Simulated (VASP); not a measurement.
# BaTiO3 (R3m) in VASP: single point with r2SCAN

Aim: the single point of BaTiO3 with r2SCAN.

Program: VASP 6.6.1. These are calculated values, not measurements. Logs are shortened: lines on timing, memory, paths and dates and some standing lists are left out, and cuts for length are marked.

## 1. The cell of the first run

Symmetry: R3m, No. 160, trigonal system. The conventional cell has a = 5.680 Å, b = 5.680 Å, c = 6.995 Å, α = 90.00°, β = 90.00°, γ = 120.00°. Within 3.7 Å of Ba (site symmetry 3m) lie 12 O at 2.78 to 2.93 Å and 8 Ti at 3.40 to 3.59 Å. Ti (site symmetry 3m) has 6 O at 1.87 to 2.16 Å within 2.5 Å. Within 2.5 Å of O (site symmetry m) lie 2 Ti at 1.87 to 2.16 Å.

## 2. Single point, r2SCAN

Contents of POSCAR:

```
BaTiO3
1.0
    2.8402351899      1.6398105515      2.3315698197
   -2.8402351899      1.6398105515      2.3315698197
    0.0000000000     -3.2796211029      2.3315698197
Ba Ti O
1 1 3
Direct
   -0.0031781147     -0.0031781147     -0.0031781147
    0.4833838595      0.4833838595      0.4833838595
    0.5098193705      0.5098193705      0.0193555141
    0.0193555141      0.5098193705      0.5098193705
    0.5098193705      0.0193555141      0.5098193705
```

Contents of INCAR.step1:

```
SYSTEM = BaTiO3
ALGO = Normal
EDIFF = 1E-4
ENCUT = 520
GGA = PE
ISMEAR = -1
LASPH = .True.
LCHARG = .False.
LREAL = .False.
LWAVE = .True.
NBANDS = 28
NELM = 60
PREC = Accurate
SIGMA = 0.02
```

Contents of INCAR.step2:

```
SYSTEM = BaTiO3
ALGO = Normal
EDIFF = 1E-6
ENCUT = 520
ISIF = 2
ISMEAR = -1
ISTART = 1
LASPH = .True.
LCHARG = .False.
LMIXTAU = .True.
LREAL = .False.
LWAVE = .False.
METAGGA = R2SCAN
NBANDS = 28
NELM = 60
PREC = Accurate
SIGMA = 0.02
```

Contents of KPOINTS:

```
k-points
0
Gamma
  6 6 6
  0 0 0
```

Potentials or basis: VASP PAW PBE potentials, release 64 (Ba_sv, Ti_sv, O).

Launch:

```bash
$ cat potpaw_PBE.64/Ba_sv/POTCAR potpaw_PBE.64/Ti_sv/POTCAR potpaw_PBE.64/O/POTCAR > POTCAR
$ cp INCAR.step1 INCAR
$ mpirun -np 1 vasp_std > vasp.out
$ cp INCAR.step2 INCAR
$ mpirun -np 1 vasp_std > vasp.out
```

OUTCAR:

```text
SYSTEM = BaTiO3
   EDIFF = 1E-6
   ENCUT = 520
   ISIF = 2
   ISMEAR = -1
   ISTART = 1
   LASPH = .True.
   LREAL = .False.
   METAGGA = R2SCAN
   NELM = 60
   PREC = Accurate

 ion  position               nearest neighbor table
   1  0.997  0.997  0.997-   4 2.78   5 2.78   3 2.78   3 2.84   3 2.84   5 2.84   4 2.84   4 2.84
                             5 2.84   4 2.93   5 2.93   3 2.93   2 3.40   2 3.45   2 3.45   2 3.45
   2  0.483  0.483  0.483-   3 1.87   4 1.87   5 1.87   3 2.16   4 2.16   5 2.16   1 3.40   1 3.45
                             1 3.45   1 3.45   1 3.51   1 3.51   1 3.51   1 3.59
   3  0.510  0.510  0.019-   2 1.87   2 2.16   1 2.78   1 2.84   1 2.84   1 2.93
   4  0.019  0.510  0.510-   2 1.87   2 2.16   1 2.78   1 2.84   1 2.84   1 2.93
   5  0.510  0.019  0.510-   2 1.87   2 2.16   1 2.78   1 2.84   1 2.84   1 2.93

  LATTYP: Found a trigonal (rhomboedric) cell.
 ALAT       =     4.0239448807
 COS(alpha) =     0.0035980767

  Lattice vectors:

 A1 = (   2.8402351899,   1.6398105515,   2.3315698197)
 A2 = (  -2.8402351899,   1.6398105515,   2.3315698197)
 A3 = (   0.0000000000,  -3.2796211029,   2.3315698197)

Analysis of symmetry for initial positions (statically):
=====================================================================
 Subroutine PRICEL returns:
 Original cell was already a primitive cell.

 Routine SETGRP: Setting up the symmetry group for a
 trigonal (rhombohedral) supercell.

 Subroutine GETGRP returns: Found  6 space group operations
 (whereof  6 operations were pure point group operations)
 out of a pool of 12 trial point group operations.

The static configuration has the point symmetry C_3v.

Analysis of symmetry for dynamics (positions and initial velocities):
=====================================================================
 Subroutine PRICEL returns:
 Original cell was already a primitive cell.

 Routine SETGRP: Setting up the symmetry group for a
 trigonal (rhombohedral) supercell.

 Subroutine GETGRP returns: Found  6 space group operations
 (whereof  6 operations were pure point group operations)
 out of a pool of 12 trial point group operations.

The dynamic configuration has the point symmetry C_3v.

 Subroutine INISYM returns: Found  6 space group operations
 (whereof  6 operations are pure point group operations),
 and found     1 'primitive' translations

----------------------------------------------------------------------------------------

                                     Primitive cell

  volume of cell :      65.1550

  direct lattice vectors                    reciprocal lattice vectors
     2.840235190  1.639810552  2.331569820     0.176041759  0.101637757  0.142965195
    -2.840235190  1.639810552  2.331569820    -0.176041759  0.101637757  0.142965195
     0.000000000 -3.279621103  2.331569820     0.000000000 -0.203275514  0.142965195

  length of vectors
     4.023944881  4.023944881  4.023944881     0.248515556  0.248515556  0.248515556

  position of ions in fractional coordinates (direct lattice)
     0.996821885  0.996821885  0.996821885
     0.483383860  0.483383860  0.483383860
     0.509819370  0.509819370  0.019355514
     0.019355514  0.509819370  0.509819370
     0.509819370  0.019355514  0.509819370

  ion indices of the primitive-cell ions
   primitive index   ion index
                 1           1
                 2           2
                 3           3
                 4           4
                 5           5

----------------------------------------------------------------------------------------

 KPOINTS: k-points

Automatic generation of k-mesh.
 Grid dimensions read from file:
 generate k-points for:    6    6    6

 Generating k-lattice:

  Cartesian coordinates                     Fractional coordinates (reciprocal lattice)
     0.029340293  0.016939626  0.023827532     0.166666667 -0.000000000 -0.000000000
    -0.029340293  0.016939626  0.023827532    -0.000000000  0.166666667 -0.000000000
     0.000000000 -0.033879252  0.023827532     0.000000000  0.000000000  0.166666667

  Length of vectors
     0.041419259  0.041419259  0.041419259

  Shift w.r.t. Gamma in fractional coordinates (k-lattice)
     0.000000000  0.000000000  0.000000000

 Subroutine IBZKPT returns following result:
 ===========================================

 Found     32 irreducible k-points:

 Following reciprocal coordinates:
            Coordinates               Weight
  0.000000  0.000000  0.000000      1.000000
  0.166667 -0.000000 -0.000000      6.000000
  0.333333 -0.000000 -0.000000      6.000000
  0.500000 -0.000000 -0.000000      3.000000
  0.166667  0.166667 -0.000000      6.000000
  0.333333  0.166667 -0.000000     12.000000
[... 16 lines left out ...]
  0.500000  0.500000  0.166667      6.000000
 -0.333333  0.500000  0.166667     12.000000
 [... further k-points ...]
   k-points           NKPTS =     32   k-points in BZ     NKDIM =     32   number of bands    NBANDS=     28
   number of dos      NEDOS =    301   number of ions     NIONS =      5
   total plane-waves  NPLWV =  27000
   dimension x,y,z NGX =    30 NGY =   30 NGZ =   30
   dimension x,y,z NGXF=    60 NGYF=   60 NGZF=   60
   ions per type =               1   1   3
   NGX,Y,Z   is equivalent  to a cutoff of  12.39, 12.39, 12.39 a.u.
   NGXF,Y,Z  is equivalent  to a cutoff of  24.79, 24.79, 24.79 a.u.
 SYSTEM =  BaTiO3
   PREC   = accura    normal or accurate (medium, high low for compatibility)
   ISTART =      1    job   : 0-new  1-cont  2-samecut
   ICHARG =      0    charge: 1-file 2-atom 10-const
   ISPIN  =      1    spin polarized calculation?
   LNONCOLLINEAR =      F non collinear calculations
   LSORBIT =      F    spin-orbit coupling
   LASPH  =      T    aspherical Exc in radial PAW
   ENCUT  =  520.0 eV  38.22 Ry    6.18 a.u.   7.48  7.48  7.48*2*pi/ulx,y,z
   NELM   =     60;   NELMIN=  2; NELMDL=  0     # of ELM steps
   EDIFF  = 0.1E-05   stopping-criterion for ELM
   LREAL  =      F    real-space projection
   EDIFFG = 0.1E-04   stopping-criterion for IOM
   NSW    =      0    number of steps for IOM
   IBRION =     -1    ionic relax: 0-MD 1-quasi-New 2-CG
   NFREE  =      0    steps in history (QN), initial steepest desc. (CG)
   ISIF   =      2    stress and relaxation
   ISYM   =      2    0-nonsym 1-usesym 2-fastsym
   POTIM  = 0.5000    time-step for ionic-motion
   TEBEG  =    0.0;   TEEND  =   0.0 temperature during run
   PSTRESS=    0.0 pullay stress
   NELECT =      40.0000    total number of electrons
   NUPDOWN=      -1.0000    fix difference up-down
   EMIN   =  10.00;   EMAX   =-10.00  energy-range for DOS
   EFERMI =   0.00;   METHOD = LEGACY
   ISMEAR =    -1;   SIGMA  =   0.02  broadening in eV -4-tet -1-fermi 0-gaus
   EFERMI_NEDOS =   21; number of points for ismear=-14 and -15
   IALGO  =     38    algorithm
   IMIX   =      4    mixing-type and parameters
     AMIX     =   0.40;   BMIX     =  1.00
     AMIX_MAG =   1.60;   BMIX_MAG =  1.00
  volume/ion in A,a.u.               =      13.03        87.94
  Fermi-wavevector in a.u.,A,eV,Ry     =   1.391380  2.629326 26.340022  1.935937
  Thomas-Fermi vector in A             =   2.515224
   LORBIT       =      0    0 simple, 1 ext, 2 COOP (PROOUT), +10 PAW based schemes
   METAGGA = R2SCAN    functional components
   LHFCALC =     F    Hartree Fock is set to
   AEXX    =    0.0000 exact exchange contribution
   IVDW    =     0    specifies the selected vdW correction
   LEPSILON=     F    determine dielectric tensor
   LRPA    =     F    only Hartree local field effects (RPA)
 non-spin polarized calculation
  energy-cutoff  :      520.00
  volume of cell :       65.15
 maximum number of plane-waves:      1776
 NGX is ok and might be reduce to    30
   NGX = 15   NGY = 15   NGZ = 15

 number of electron      40.0000008 magnetization

 Free energy of the ion-electron system (eV)
  ---------------------------------------------------
  ext. energy  EPLUGINS =         0.00000000
  ---------------------------------------------------
  free energy    TOTEN  =       -74.26868869 eV

  energy without entropy =      -74.26868869  energy(sigma->0) =      -74.26868869

 E-fermi :   3.8584     XC(G=0): -11.8061

 val. band max:        3.3382572331   @ k =   0.5000   0.5000   0.5000
 cond. band min:       6.1817561969   @ k =   0.0000   0.0000   0.0000
 fundamental gap:      2.8434989638
 Fermi energy:         3.8583805601

 k-point     1 :       0.0000    0.0000    0.0000
  band No.  band energies     occupation
      1     -55.1768      2.00000
      2     -30.3787      2.00000
      3     -30.3787      2.00000
      4     -30.3763      2.00000
      5     -22.1547      2.00000
      6     -14.4138      2.00000
[... 20 lines left out ...]
     27       8.9550      0.00000
     28      11.4465      0.00000

 k-point     2 :       0.1667   -0.0000   -0.0000
  band No.  band energies     occupation
      1     -55.1765      2.00000
      2     -30.3918      2.00000
      3     -30.3783      2.00000
      4     -30.3765      2.00000
      5     -22.1258      2.00000
      6     -14.4302      2.00000
[... 20 lines left out ...]
     27       9.4845      0.00000
     28      12.0916      0.00000

 k-point     3 :       0.3333   -0.0000   -0.0000
  band No.  band energies     occupation
      1     -55.1760      2.00000
      2     -30.4191      2.00000
      3     -30.3773      2.00000
      4     -30.3756      2.00000
      5     -22.0668      2.00000
      6     -14.5397      2.00000
[... 20 lines left out ...]
     27      10.7333      0.00000
     28      12.2938      0.00000

 k-point     4 :       0.5000   -0.0000   -0.0000
  band No.  band energies     occupation
      1     -55.1757      2.00000
      2     -30.4327      2.00000
      3     -30.3768      2.00000
      4     -30.3751      2.00000
      5     -22.0367      2.00000
      6     -14.6146      2.00000
[... 578 lines left out ...]
     27      11.4052      0.00000
     28      12.4683      0.00000

 k-point    23 :       0.5000    0.5000    0.1667
  band No.  band energies     occupation
      1     -55.1745      2.00000
      2     -30.4298      2.00000
      3     -30.4279      2.00000
      4     -30.3873      2.00000
      5     -21.9462      2.00000
      6     -13.9694      2.00000
[... 20 lines left out ...]
     27      12.4151      0.00000
     28      12.8300      0.00000

 k-point    24 :      -0.3333    0.5000    0.1667
  band No.  band energies     occupation
      1     -55.1747      2.00000
      2     -30.4297      2.00000
      3     -30.4156      2.00000
      4     -30.3878      2.00000
      5     -21.9643      2.00000
      6     -14.1201      2.00000
[... 20 lines left out ...]
     27      12.0712      0.00000
     28      12.5947      0.00000

 [... further k-points ...]
[... 5 lines left out ...]
  --------------------------------------------------------------------------------------
  -------------------------------------------------------------------------------------
  Total        0.7714232      0.7714232      0.7169647      0.0000000      0.0000000      0.0000000
  in kB       18.9694875     18.9694875     17.6303397      0.0000000      0.0000000      0.0000000
  external PRESSURE =      18.5231049 kB  Pullay stress =       0.0000000 kB

 VOLUME and BASIS-vectors are now :
 -----------------------------------------------------------------------------
  energy-cutoff  :      520.00
  volume of cell :       65.15
      direct lattice vectors                 reciprocal lattice vectors
     2.840235190  1.639810552  2.331569820     0.176041759  0.101637757  0.142965195
    -2.840235190  1.639810552  2.331569820    -0.176041759  0.101637757  0.142965195
     0.000000000 -3.279621103  2.331569820     0.000000000 -0.203275514  0.142965195

 POSITION                                       TOTAL-FORCE (eV/Angst)
 -----------------------------------------------------------------------------------
      0.00000      0.00000      6.97248        -0.000000      0.000000      0.029601
      0.00000      0.00000      3.38113        -0.000000      0.000000      0.167450
      0.00000      1.60854      2.42249        -0.000000      0.069892     -0.065684
     -1.39303     -0.80427      2.42249        -0.060529     -0.034946     -0.065684
      1.39303     -0.80427      2.42249         0.060529     -0.034946     -0.065684
 -----------------------------------------------------------------------------------
    total drift:                                0.000000      0.000001     -0.004269

  FREE ENERGIE OF THE ION-ELECTRON SYSTEM (eV)
  ---------------------------------------------------
  free  energy   TOTEN  =       -74.2686886947 eV

  energy  without entropy=      -74.2686886947  energy(sigma->0) =      -74.26868869
```

Wall time 92 s (1 thread of AMD EPYC 9R45 (Zen 5), shared host); peak memory 0.18 GiB.

What came out:

```yaml
Free_energy: -74.2687 eV
Pressure: 1.9 GPa
Largest_force: 0.167 eV/Å
Band_gap_on_the_k_mesh: 2.84 eV, indirect (least direct gap 3.30 eV)
```

Forces in eV/Å, atoms in the order of the input:
```
Ba   0.000  0.000  0.030
Ti   0.000  0.000  0.167
O    0.000  0.070 -0.066
O   -0.061 -0.035 -0.066
O    0.061 -0.035 -0.066
```

Stress tensor (GPa, compression positive):
```
1.90 0.00 0.00
0.00 1.90 0.00
0.00 0.00 1.76
```

Levels at points of the mesh, in eV from the valence-band top:
```
           k point  band 18  band 19  band 20  band 21  band 22  band 23
(0.00, 0.00, 0.00)    -0.58    -0.46    -0.46     2.84     2.84     2.99
(0.50, 0.00, 0.00)    -1.58    -1.01    -0.89     3.00     4.14     4.26
(0.50, 0.50, 0.00)    -0.91    -0.86    -0.09     4.22     4.23     4.57
(0.50, 0.50, 0.50)    -0.02    -0.02     0.00     4.66     4.84     4.84
```

Caveat: the PAW data sets were made with another functional, which shifts forces and pressure a little; spin-orbit coupling is left out, which moves the levels of the heavy elements.
